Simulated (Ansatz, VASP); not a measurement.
**One calculation of WSe, two programs**

File POSCAR:

```
WSe
1.0
    0.0000000000      2.8547762118      2.8547762118
    2.8547762118      0.0000000000      2.8547762118
    2.8547762118      2.8547762118      0.0000000000
W Se
1 1
Direct
    0.0000000000      0.0000000000      0.0000000000
    0.5000000000      0.5000000000      0.5000000000
```

Contents of INCAR.step1:

```
SYSTEM = WSe
PREC = Accurate ; ENCUT = 600
ISMEAR = 0 ; SIGMA = 0.1
LREAL = .False. ; LASPH = .True.
NELM = 150 ; ISPIN = 2
MAGMOM = 3.54 -0.26 ; LMAXMIX = 4
LDAU = .True. ; LDAUTYPE = 2
LDAUL = 2 -1 ; LDAUU = 6.2 0
LDAUJ = 0 0 ; GGA = PE
ALGO = Normal ; EDIFF = 1E-4
LWAVE = .True. ; LCHARG = .False.
```

File INCAR.step2:

```
SYSTEM = WSe
PREC = Accurate ; ENCUT = 600
EDIFF = 1E-6 ; ISMEAR = 0
SIGMA = 0.1 ; LREAL = .False.
LASPH = .True. ; NELM = 150
ALGO = Normal ; ISIF = 3
LWAVE = .False. ; LCHARG = .False.
ISPIN = 2 ; MAGMOM = 3.54 -0.26
LORBIT = 11 ; LMAXMIX = 4
LDAU = .True. ; LDAUTYPE = 2
LDAUL = 2 -1 ; LDAUU = 6.2 0
LDAUJ = 0 0 ; LDAUPRINT = 1
METAGGA = R2SCAN ; LMIXTAU = .True.
IBRION = 2 ; NSW = 100
EDIFFG = -0.01 ; ISTART = 1
```

The input KPOINTS:

```
regular mesh
0
Gamma
  12 12 12
  0 0 0
```

Input for Ansatz:

```yaml
crystal:
  lattice:
    - [0.0, 2.8547762118, 2.8547762118]
    - [2.8547762118, 0.0, 2.8547762118]
    - [2.8547762118, 2.8547762118, 0.0]
  atoms:
    - { symbol: W, position: [0.0, 0.0, 0.0], spin: 3.54 }
    - { symbol: Se, position: [0.5, 0.5, 0.5], spin: -0.26 }
basis:
  ecutwfc: 500
kpoints:
  mp_grid: { grid: [12, 12, 12] }
hamiltonian:
  xc: r2scan
  hubbard: { sites: [{ species: W, l: d, u_eff: 6.2 }] }
scf:
  occupations: { method: gaussian, width: 0.1 }
output:
  forces: true
  stress: true
  eigenvalues: true
  populations: true
  write_density: true
  write_potential: true
  elf: true
  volumetric_format: npy
magnetization:
  spin_polarized: true
relax:
  adjacent_minimum: "off"
  f_tol: 0.01
  max_steps: 80
  cell: { stress_tol: 0.05 }
```

Alike in both runs: task relaxation of cell and atoms; functional r2SCAN; k mesh 12 × 12 × 12; occupations gaussian, width 0.1 eV; collinear spin; Hubbard terms W d U = 6.2 eV.

```csv
,VASP,Ansatz
version,VASP 6.6.1,Ansatz 0.2.0
potentials or method,"VASP PAW PBE potentials, release 64 (W_sv, Se), cutoff 600 eV","scalar-relativistic, plane waves, PAW"
valence electrons in the cell,20,30
```

|  | VASP | Ansatz | Ansatz less VASP |
| --- | --- | --- | --- |
| gap on the k mesh at the Fermi level, each at its own relaxed structure (eV) | none | none | - |
| net moment per atom (μB) | 1.98 | 2.00 | +0.018 |
| size of the moment on the site where the two differ most (μB) | 0.07 | 0.25 | +0.173 |
| relaxed volume (Å³/atom) | 22.66 | 23.22 | +0.563 |
| relaxed length of the cell vector where the two differ most in proportion (Å) | 4.002 | 4.035 | +0.0329 |

VASP's potentials were made for PBE, not for r2SCAN. Site moments also hang on the region over which each program counts them. The programs project onto different local orbitals, so the same U acts differently, and such runs can settle in different states. A gap of «none» marks a metal or a gap that the smearing closes. VASP's potentials hold 20 valence electrons a cell and Ansatz's 30, so a difference there can come from the potentials and not from the codes. Ansatz's warnings: filled band counts differ across k points.

Spin-orbit coupling is off throughout.
